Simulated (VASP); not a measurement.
Zn2C:

```
C Zn
1.0
     0.00000    2.57795    2.57795
     2.57795    0.00000    2.57795
     2.57795    2.57795    0.00000
C Zn
1 2
Cartesian
  0.0000 0.0000 0.0000
  1.2890 1.2890 1.2890
  3.8669 3.8669 3.8669
```

Base run:

```yaml
Program: VASP 6.6.1
Functional: PBE
Potentials_or_basis: VASP PAW PBE potentials, release 64 (C, Zn)
Cutoff: 520 eV
k_mesh: 8 × 8 × 8
Occupations: fermi-dirac, width 0.02 eV
Spin: no spin polarisation
```

Its results: band gap on the k mesh zero (filled and empty bands touch); pressure 4.9 GPa.

Task: The run is repeated on the same cell with these changes: functional from PBE to r2SCAN. What comes out?

Result: Band gap on the k mesh 0.13 eV, direct; pressure 0.7 GPa.

r2SCAN gives the wider gap, since meta-GGAs in the generalised Kohn-Sham scheme recover part of the derivative discontinuity.

Caveats: the PAW data sets were made with another functional, which shifts forces and pressure a little (some runs).

